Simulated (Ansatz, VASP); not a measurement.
## MgS in VASP and in Ansatz

```
Mg S
1.0
     0.00000    2.60440    2.60440
     2.60440    0.00000    2.60440
     2.60440    2.60440    0.00000
Mg S
1 1
Direct
  0.00000 0.00000 0.00000
  0.50000 0.50000 0.50000
```

Alike in both runs: task single point; functional PBE; k mesh 6 × 6 × 6; no spin polarisation.

```csv
,VASP,Ansatz
version,VASP 6.6.1,Ansatz 0.2.0
potentials or method,"VASP PAW PBE potentials, release 64 (Mg, S), cutoff 600 eV","scalar-relativistic, plane waves, PAW"
occupations,tetrahedron,tetrahedron-uncorrected
valence electrons in the cell,8,16
```

Ansatz gave:

| Item | Value |
| --- | --- |
| gap on the k mesh at the Fermi level (eV) | 2.78 |
| least direct gap on the mesh (eV) | 3.70 |
| pressure (GPa) | 0.9 |

Task: Which values does VASP return?

Result: gap on the k mesh at the Fermi level (eV): 2.77; least direct gap on the mesh (eV): 3.68; pressure (GPa): 0.7.

VASP's potentials hold 8 valence electrons a cell and Ansatz's 16, so a difference there can come from the potentials and not from the codes. Ansatz's warnings: band table not solved further.
